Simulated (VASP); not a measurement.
A run of VASP 6.6.1:

POSCAR

```
CaO
1.0
    0.0000000000      2.3544897713      2.3544897713
    2.3544897713      0.0000000000      2.3544897713
    2.3544897713      2.3544897713      0.0000000000
Ca O
1 1
Direct
    0.0000000000      0.0000000000      0.0000000000
    0.5000000000      0.5000000000      0.5000000000
```

File INCAR.step1:

```
SYSTEM = CaO
ALGO = Normal ; EDIFF = 1E-4
ENCUT = 520 ; GGA = PE
ISMEAR = -1 ; LASPH = .True.
LCHARG = .False. ; LREAL = .False.
LWAVE = .True. ; NBANDS = 15
NELM = 100 ; PREC = Accurate
SIGMA = 0.05
```

File INCAR.step2:

```
SYSTEM = CaO
ALGO = Normal ; EDIFF = 1E-7
ENCUT = 520 ; ISIF = 2
ISMEAR = -1 ; ISTART = 1
IVDW = 12 ; LASPH = .True.
LCHARG = .True. ; LELF = .True.
LMIXTAU = .True. ; LREAL = .False.
LVHAR = .True. ; LWAVE = .False.
METAGGA = R2SCAN ; NBANDS = 15
NELM = 100 ; PREC = Accurate
SIGMA = 0.05 ; VDW_A1 = 0.49484001
VDW_A2 = 5.73083694 ; VDW_S6 = 1.0
VDW_S8 = 0.78981345
```

KPOINTS

```
k-points
0
Gamma
  10 10 10
  0 0 0
```

Potentials or basis: VASP PAW PBE potentials, release 64 (Ca_sv, O).

The run is started by

```console
$ cat potpaw_PBE.64/Ca_sv/POTCAR potpaw_PBE.64/O/POTCAR > POTCAR
$ cp INCAR.step1 INCAR
$ mpirun -np 1 vasp_std > vasp.out
$ cp INCAR.step2 INCAR
$ mpirun -np 1 vasp_std > vasp.out
```

Hardware: 1 thread of Intel Xeon 8259CL (shared host).

Q: How long does it take, and how much memory?

A: Run time: 3.4 min on 1 thread of Intel Xeon 8259CL, on a shared host, peak memory 0.18 GiB. Counts: k points 47.
